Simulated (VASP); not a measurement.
# W (I4/mmm) in VASP: a series of runs

The runs below take W through single point, with PBE.

Program: VASP 6.6.1. These are calculated values, not measurements. Logs are shortened: lines on timing, memory, paths and dates and some standing lists are left out, and cuts for length are marked.

## 1. The cell of the first run

Symmetry: I4/mmm, No. 139, tetragonal system. The conventional cell has a = 3.450 Å, b = 3.450 Å, c = 3.067 Å, α = 90.00°, β = 90.00°, γ = 90.00°. W (site symmetry 4/mmm) has 14 W at 2.88 to 3.45 Å within 3.8 Å.

## 2. Single point, PBE (strain +0.080 along x and y, -0.040 along z)

The input, INCAR:

```
SYSTEM = W
PREC     = Accurate       ! precision mode
ENCUT    = 520            ! plane-wave cutoff, eV
EDIFF    = 1E-7           ! SCF threshold, eV
ISMEAR   = 0              ! smearing method
SIGMA    = 0.15           ! smearing width, eV
LREAL    = .False.        ! projectors in reciprocal space
LASPH    = .True.         ! aspherical terms in the spheres
NELM     = 60             ! most SCF steps
ALGO     = Fast           ! electronic algorithm
ISIF     = 2              ! what is computed and relaxed
LWAVE    = .False.        ! write WAVECAR
LCHARG   = .False.        ! write CHGCAR
GGA      = PE             ! functional
NBANDS   = 13             ! bands
```

The input, KPOINTS:

```
Automatic mesh
0
Gamma
  20 20 20
  0 0 0
```

The input, POSCAR:

```
W
1.0
   -1.7250840000      1.7250840000      1.5334080000
    1.7250840000     -1.7250840000      1.5334080000
    1.7250840000      1.7250840000     -1.5334080000
W
1
Direct
    0.0000000000      0.0000000000      0.0000000000
```

Potentials or basis: VASP PAW PBE potentials, release 64 (W_sv).

The run is started by

```console
cat potpaw_PBE.64/W_sv/POTCAR > POTCAR
mpirun -np 1 vasp_std > vasp.out
```

OUTCAR:

```text
SYSTEM = W
   PREC = Accurate
   ENCUT = 520
   EDIFF = 1E-7
   ISMEAR = 0
   LREAL = .False.
   LASPH = .True.
   NELM = 60
   ISIF = 2
   GGA = PE

 ion  position               nearest neighbor table
   1  0.000  0.000  0.000-

  LATTYP: Found a body centered tetragonal cell.
 ALAT       =     3.4501680000
 C/A-ratio  =     0.8888888889

  Lattice vectors:

 A1 = (  -1.7250840000,   1.7250840000,   1.5334080000)
 A2 = (   1.7250840000,  -1.7250840000,   1.5334080000)
 A3 = (   1.7250840000,   1.7250840000,  -1.5334080000)

Analysis of symmetry for initial positions (statically):
=====================================================================
 Subroutine PRICEL returns:
 Original cell was already a primitive cell.

 Routine SETGRP: Setting up the symmetry group for a
 body centered tetragonal supercell.

 Subroutine GETGRP returns: Found 16 space group operations
 (whereof 16 operations were pure point group operations)
 out of a pool of 16 trial point group operations.

The static configuration has the point symmetry D_4h.

Analysis of symmetry for dynamics (positions and initial velocities):
=====================================================================
 Subroutine PRICEL returns:
 Original cell was already a primitive cell.

 Routine SETGRP: Setting up the symmetry group for a
 body centered tetragonal supercell.

 Subroutine GETGRP returns: Found 16 space group operations
 (whereof 16 operations were pure point group operations)
 out of a pool of 16 trial point group operations.

The dynamic configuration has the point symmetry D_4h.

 Subroutine INISYM returns: Found 16 space group operations
 (whereof 16 operations are pure point group operations),
 and found     1 'primitive' translations

----------------------------------------------------------------------------------------

                                     Primitive cell

  volume of cell :      18.2532

  direct lattice vectors                    reciprocal lattice vectors
    -1.725084000  1.725084000  1.533408000     0.000000000  0.289840958  0.326071078
     1.725084000 -1.725084000  1.533408000     0.289840958  0.000000000  0.326071078
     1.725084000  1.725084000 -1.533408000     0.289840958  0.289840958  0.000000000

  length of vectors
     2.881522117  2.881522117  2.881522117     0.436268414  0.436268414  0.409897014

  position of ions in fractional coordinates (direct lattice)
     0.000000000  0.000000000  0.000000000

  ion indices of the primitive-cell ions
   primitive index   ion index
                 1           1

----------------------------------------------------------------------------------------

 KPOINTS: Automatic mesh

Automatic generation of k-mesh.
 Grid dimensions read from file:
 generate k-points for:   20   20   20

 Generating k-lattice:

  Cartesian coordinates                     Fractional coordinates (reciprocal lattice)
     0.000000000  0.014492048  0.016303554     0.050000000  0.000000000  0.000000000
     0.014492048  0.000000000  0.016303554     0.000000000  0.050000000  0.000000000
     0.014492048  0.014492048  0.000000000     0.000000000  0.000000000  0.050000000

  Length of vectors
     0.021813421  0.021813421  0.020494851

  Shift w.r.t. Gamma in fractional coordinates (k-lattice)
     0.000000000  0.000000000  0.000000000

 Subroutine IBZKPT returns following result:
 ===========================================

 Found    641 irreducible k-points:

 Following reciprocal coordinates:
            Coordinates               Weight
  0.000000  0.000000  0.000000      1.000000
  0.050000 -0.000000  0.000000      8.000000
  0.100000 -0.000000  0.000000      8.000000
  0.150000  0.000000 -0.000000      8.000000
  0.200000 -0.000000  0.000000      8.000000
  0.250000  0.000000 -0.000000      8.000000
[... 16 lines left out ...]
 -0.400000  0.050000  0.000000     16.000000
 -0.350000  0.050000  0.000000     16.000000
 [... further k-points ...]
   k-points           NKPTS =    641   k-points in BZ     NKDIM =    641   number of bands    NBANDS=     13
   number of dos      NEDOS =    301   number of ions     NIONS =      1
   total plane-waves  NPLWV =  13824
   dimension x,y,z NGX =    24 NGY =   24 NGZ =   24
   dimension x,y,z NGXF=    48 NGYF=   48 NGZF=   48
   ions per type =               1
   NGX,Y,Z   is equivalent  to a cutoff of  13.85, 13.85, 13.85 a.u.
   NGXF,Y,Z  is equivalent  to a cutoff of  27.69, 27.69, 27.69 a.u.
 SYSTEM =  W
   PREC   = accura    normal or accurate (medium, high low for compatibility)
   ISTART =      0    job   : 0-new  1-cont  2-samecut
   ICHARG =      2    charge: 1-file 2-atom 10-const
   ISPIN  =      1    spin polarized calculation?
   LNONCOLLINEAR =      F non collinear calculations
   LSORBIT =      F    spin-orbit coupling
   LASPH  =      T    aspherical Exc in radial PAW
   ENCUT  =  520.0 eV  38.22 Ry    6.18 a.u.   5.36  5.36  5.36*2*pi/ulx,y,z
   NELM   =     60;   NELMIN=  2; NELMDL= -5     # of ELM steps
   EDIFF  = 0.1E-06   stopping-criterion for ELM
   LREAL  =      F    real-space projection
   EDIFFG = 0.1E-05   stopping-criterion for IOM
   NSW    =      0    number of steps for IOM
   IBRION =     -1    ionic relax: 0-MD 1-quasi-New 2-CG
   NFREE  =      0    steps in history (QN), initial steepest desc. (CG)
   ISIF   =      2    stress and relaxation
   ISYM   =      2    0-nonsym 1-usesym 2-fastsym
   POTIM  = 0.5000    time-step for ionic-motion
   TEBEG  =    0.0;   TEEND  =   0.0 temperature during run
   PSTRESS=    0.0 pullay stress
   NELECT =      14.0000    total number of electrons
   NUPDOWN=      -1.0000    fix difference up-down
   EMIN   =  10.00;   EMAX   =-10.00  energy-range for DOS
   EFERMI =   0.00;   METHOD = LEGACY
   ISMEAR =     0;   SIGMA  =   0.15  broadening in eV -4-tet -1-fermi 0-gaus
   EFERMI_NEDOS =   21; number of points for ismear=-14 and -15
   IALGO  =     68    algorithm
   IMIX   =      4    mixing-type and parameters
     AMIX     =   0.40;   BMIX     =  1.00
     AMIX_MAG =   1.60;   BMIX_MAG =  1.00
  volume/ion in A,a.u.               =      18.25       123.18
  Fermi-wavevector in a.u.,A,eV,Ry     =   1.498551  2.831850 30.553980  2.245654
  Thomas-Fermi vector in A             =   2.610295
   LORBIT       =      0    0 simple, 1 ext, 2 COOP (PROOUT), +10 PAW based schemes
   GGA     = PE    functional components
   LHFCALC =     F    Hartree Fock is set to
   AEXX    =    0.0000 exact exchange contribution
   IVDW    =     0    specifies the selected vdW correction
   LEPSILON=     F    determine dielectric tensor
   LRPA    =     F    only Hartree local field effects (RPA)
 non-spin polarized calculation
 RMM-DIIS sequential band-by-band and
 Gauss-broadening in eV      SIGMA  =   0.15
  energy-cutoff  :      520.00
  volume of cell :       18.25
 maximum number of plane-waves:       521
 NGX is ok and might be reduce to    24
   NGX = 11   NGY = 11   NGZ = 11

 number of electron      14.0000000 magnetization

 Free energy of the ion-electron system (eV)
  ---------------------------------------------------
  ext. energy  EPLUGINS =         0.00000000
  ---------------------------------------------------
  free energy    TOTEN  =       -12.62970133 eV

  energy without entropy =      -12.62319196  energy(sigma->0) =      -12.62644665

 E-fermi :   9.4817     XC(G=0): -12.8553

 val. band max:        9.4803853072   @ k =  -0.2000   0.2500   0.1500
 cond. band min:       9.4826065321   @ k =  -0.3000   0.3000   0.1000
 fundamental gap:      0.0022212249
 Fermi energy:         9.4817255497

 k-point     1 :       0.0000    0.0000    0.0000
  band No.  band energies     occupation
      1     -64.8708      2.00000
      2     -28.6247      2.00000
      3     -28.6247      2.00000
      4     -28.5376      2.00000
      5       0.6695      2.00000
      6       7.6758      2.00000
      7       9.0840      1.99982
      8       9.0840      1.99982
      9      10.4053      0.00000
     10      12.1812      0.00000
     11      23.0819      0.00000
     12      23.0819      0.00000
     13      25.3111      0.00000

 k-point     2 :       0.0500   -0.0000    0.0000
  band No.  band energies     occupation
      1     -64.8690      2.00000
      2     -28.6351      2.00000
      3     -28.6316      2.00000
      4     -28.5495      2.00000
      5       0.7778      2.00000
      6       7.7046      2.00000
      7       9.0497      1.99995
      8       9.0779      1.99986
      9      10.4205      0.00000
     10      12.0972      0.00000
     11      23.2745      0.00000
     12      23.2773      0.00000
     13      25.3713      0.00000

 k-point     3 :       0.1000   -0.0000    0.0000
  band No.  band energies     occupation
      1     -64.8637      2.00000
      2     -28.6766      2.00000
      3     -28.6517      2.00000
      4     -28.5722      2.00000
      5       1.0951      2.00000
      6       7.7347      2.00000
      7       8.9225      2.00000
      8       9.1285      1.99913
      9      10.4921      0.00000
     10      11.8952      0.00000
     11      23.7668      0.00000
     12      23.8464      0.00000
     13      25.4832      0.00000

 k-point     4 :       0.1500    0.0000   -0.0000
  band No.  band energies     occupation
      1     -64.8554      2.00000
      2     -28.7590      2.00000
      3     -28.6827      2.00000
      4     -28.5888      2.00000
      5       1.5974      2.00000
      6       7.6448      2.00000
      7       8.6768      2.00000
      8       9.3875      1.62571
      9      10.6663      0.00000
     10      11.6756      0.00000
     11      24.2414      0.00000
     12      24.7451      0.00000
     13      25.5325      0.00000

 k-point     5 :       0.2000   -0.0000    0.0000
  band No.  band energies     occupation
      1     -64.8449      2.00000
      2     -28.8699      2.00000
      3     -28.7216      2.00000
      4     -28.6008      2.00000
      5       2.2375      2.00000
      6       7.4126      2.00000
      7       8.3635      2.00000
      8       9.9104      0.00005
      9      10.9553      0.00000
     10      11.5093      0.00000
     11      24.0138      0.00000
     12      25.6943      0.00000
     13      25.9145      0.00000
[... 257 lines left out ...]
 k-point    22 :      -0.4500    0.0500    0.0000
  band No.  band energies     occupation
      1     -64.7997      2.00000
      2     -29.3333      2.00000
      3     -28.8906      2.00000
      4     -28.6415      2.00000
      5       4.2071      2.00000
      6       6.3071      2.00000
      7       9.3165      1.88082
      8      11.2870      0.00000
      9      12.6972      0.00000
     10      13.9839      0.00000
     11      19.4603      0.00000
     12      21.2529      0.00000
     13      24.2947      0.00000

 k-point    23 :      -0.4000    0.0500    0.0000
  band No.  band energies     occupation
      1     -64.8068      2.00000
      2     -29.2632      2.00000
      3     -28.8650      2.00000
      4     -28.6345      2.00000
      5       4.1169      2.00000
      6       6.4748      2.00000
      7       8.5994      2.00000
      8      11.3801      0.00000
      9      12.2305      0.00000
     10      13.1663      0.00000
     11      20.4143      0.00000
     12      22.3839      0.00000
     13      25.4682      0.00000

 k-point    24 :      -0.3500    0.0500    0.0000
  band No.  band energies     occupation
      1     -64.8163      2.00000
      2     -29.1673      2.00000
      3     -28.8291      2.00000
      4     -28.6256      2.00000
      5       3.8278      2.00000
      6       6.7066      2.00000
      7       8.1041      2.00000
      8      11.4373      0.00000
      9      11.7037      0.00000
     10      12.2652      0.00000
     11      21.4291      0.00000
     12      23.8553      0.00000
     13      26.8000      0.00000

 [... further k-points ...]
[... 5 lines left out ...]
  --------------------------------------------------------------------------------------
  -------------------------------------------------------------------------------------
  Total       -4.0378808     -4.0378808     -1.0541663      0.0000000      0.0000000      0.0000000
  in kB     -354.4262429   -354.4262429    -92.5297772      0.0000000      0.0000000      0.0000000
  external PRESSURE =    -267.1274210 kB  Pullay stress =       0.0000000 kB

 VOLUME and BASIS-vectors are now :
 -----------------------------------------------------------------------------
  energy-cutoff  :      520.00
  volume of cell :       18.25
      direct lattice vectors                 reciprocal lattice vectors
    -1.725084000  1.725084000  1.533408000     0.000000000  0.289840958  0.326071078
     1.725084000 -1.725084000  1.533408000     0.289840958  0.000000000  0.326071078
     1.725084000  1.725084000 -1.533408000     0.289840958  0.289840958  0.000000000

 POSITION                                       TOTAL-FORCE (eV/Angst)
 -----------------------------------------------------------------------------------
      0.00000      0.00000      0.00000         0.000000      0.000000     -0.000000
 -----------------------------------------------------------------------------------
    total drift:                                0.000000      0.000000      0.000000

  FREE ENERGIE OF THE ION-ELECTRON SYSTEM (eV)
  ---------------------------------------------------
  free  energy   TOTEN  =       -12.6297013277 eV

  energy  without entropy=      -12.6231919626  energy(sigma->0) =      -12.62644665
```

Wall time 1.7 min (1 thread of Intel Xeon Platinum 8375C at 2.90GHz (Ice Lake), shared host); peak memory 0.26 GiB.

Results:

- Free energy: -12.6297 eV
- Pressure: -26.7 GPa
- Band gap on the k mesh: zero (band 7 reaches 13.64 eV, above the bottom of band 8 at 8.52 eV)

Caveat: the cell differs from its parent crystal (strain +0.080 along x and y, -0.040 along z); spin-orbit coupling is left out, which moves the levels of the heavy elements.

## 3. Single point, PBE (strain -0.080 along x and y, +0.000 along z)

The input, INCAR:

```
ALGO = Fast ; EDIFF = 1E-6
ENCUT = 520 ; GGA = PE
ISIF = 2 ; ISMEAR = 0
LASPH = T ; LCHARG = F
LREAL = F ; LWAVE = F
NBANDS = 13 ; NELM = 80
PREC = Accurate ; SIGMA = 0.15
```

The input, KPOINTS:

```
k-points
0
Gamma
  20 20 20
```

The input, POSCAR:

```
W
1.0
   -1.4695160000      1.4695160000      1.5973000000
    1.4695160000     -1.4695160000      1.5973000000
    1.4695160000      1.4695160000     -1.5973000000
W
1
Direct
    0.0000000000      0.0000000000      0.0000000000
```

Potentials or basis: VASP PAW PBE potentials, release 64 (W_sv).

The run is started by

```console
cat potpaw_PBE.64/W_sv/POTCAR > POTCAR
mpirun -np 1 vasp_std > vasp.out
```

It took 82 s on 1 thread of Intel Xeon Platinum 8375C at 2.90GHz (Ice Lake), shared host; peak memory 0.22 GiB.

The run converged. Its results:

```yaml
Free_energy: -12.4413 eV
Pressure: 68.4 GPa
Band_gap_on_the_k_mesh: zero (band 7 reaches 19.55 eV, above the bottom of band 8 at 12.38 eV)
```

Stress tensor (GPa, compression positive):
```
79.62  0.00  0.00
 0.00 79.62  0.00
 0.00  0.00 45.83
```

Levels at points of the mesh, in eV from the Fermi level:
```csv
k point,band 3,band 4,band 5,band 6,band 7,band 8,band 9,band 10,band 11,band 12
"(0.00, 0.00, 0.00)",-37.37,-37.37,-10.42,-1.87,-1.87,-0.63,1.59,3.30,13.72,15.44
"(0.50, 0.00, 0.00)",-37.95,-37.38,-7.27,-3.86,1.03,1.50,3.93,7.23,11.87,13.23
"(0.50, 0.50, 0.00)",-38.10,-37.50,-7.34,-5.15,1.80,3.71,4.35,7.63,11.77,14.05
"(0.50, 0.50, 0.50)",-38.62,-38.62,-7.24,-6.94,5.94,6.37,6.37,7.96,10.22,10.22
```

Caveat: the cell differs from its parent crystal (strain -0.080 along x and y, +0.000 along z); spin-orbit coupling is left out, which moves the levels of the heavy elements.

[end of part 1 of 2]
